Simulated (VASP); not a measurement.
NaLi3S2, 24 atoms in the cell. The cell holds a disordered packing, 24 atoms: a = 7.431 Å, b = 7.651 Å, c = 7.356 Å, α = 89.30°, β = 88.71°, γ = 88.82°. 

* Program: VASP 6.6.1
* Task: molecular dynamics
* Functional: PBE
* Dispersion: D3(BJ)
* Potentials or basis: VASP PAW PBE potentials, release 64 (Li_sv, S, Na_pv)
* Cutoff: 550 eV
* k mesh: 1 × 1 × 1, shifted
* Occupations: fermi-dirac, width 0.062 eV
* Spin: no spin polarisation
* Dipole correction: no

Potentials or basis: VASP PAW PBE potentials, release 64 (Li_sv, S, Na_pv).

Launch:

```bash
$ cat potpaw_PBE.64/Li_sv/POTCAR potpaw_PBE.64/S/POTCAR potpaw_PBE.64/Na_pv/POTCAR > POTCAR
$ mpirun -np 1 vasp_std > vasp.out
```

Hardware: 1 thread of Intel(R) Xeon(R) 6975P-C (Granite Rapids) (shared host).

Q: Estimate the wall time of this run.

A: Wall time 6.1 min on 1 thread of Intel(R) Xeon(R) 6975P-C (Granite Rapids), on a shared host, peak memory 0.38 GiB. Counts: scf iterations 261, k points 1, ion steps 40.
